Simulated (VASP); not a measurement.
Here is a VASP 6.6.1 calculation.

POSCAR

```
GaN
1.0
    3.1830984299      0.0000000000      0.0000000000
   -1.5915492150      2.7566441030      0.0000000000
    0.0000000000      0.0000000000      5.1835962425
Ga N
2 2
Direct
    0.3333333333      0.6666666667      1.0087559176
    0.6666666667      0.3333333333      0.4894642916
    0.3333333333      0.6666666667      0.3767720059
    0.6666666667      0.3333333333      0.8750077849
```

Contents of INCAR.step1:

```
SYSTEM = GaN
ALGO = Normal
EDIFF = 1E-4
ENCUT = 520
GGA = PE
ISMEAR = 0
LASPH = .TRUE.
LCHARG = .FALSE.
LREAL = .FALSE.
LWAVE = .TRUE.
NBANDS = 26
NELM = 80
PREC = Accurate
SIGMA = 0.05
```

Contents of INCAR.step2:

```
SYSTEM = GaN
ALGO = Normal
EDIFF = 1E-6
ENCUT = 520
ISIF = 2
ISMEAR = 0
ISTART = 1
LASPH = .TRUE.
LCHARG = .FALSE.
LMIXTAU = .TRUE.
LREAL = .FALSE.
LWAVE = .FALSE.
METAGGA = R2SCAN
NBANDS = 26
NELM = 80
PREC = Accurate
SIGMA = 0.05
```

KPOINTS

```
k-points
0
G
  12 12 6
  0 0 0
```

Potentials or basis: VASP PAW PBE potentials, release 64 (Ga_d, N).

Launch:

```sh
$ cat potpaw_PBE.64/Ga_d/POTCAR potpaw_PBE.64/N/POTCAR > POTCAR
$ cp INCAR.step1 INCAR
$ mpirun -np 1 vasp_std > vasp.out
$ cp INCAR.step2 INCAR
$ mpirun -np 1 vasp_std > vasp.out
```

Estimate the pressure.

1.5 GPa.

Predict the largest force.

1.579 eV/Å.

What does it give for the band gap on the k mesh?

2.21 eV, direct.

Forces in eV/Å, atoms in the order of the input:
```
Ga   0.000  0.000 -1.579
Ga   0.000  0.000  1.401
N    0.000  0.000  0.075
N    0.000  0.000  0.104
```

Caveat: the cell differs from its parent crystal (mode 6 (335.5 1/cm) frozen in, largest displacement +0.050 Å); the PAW data sets were made with another functional, which shifts forces and pressure a little.
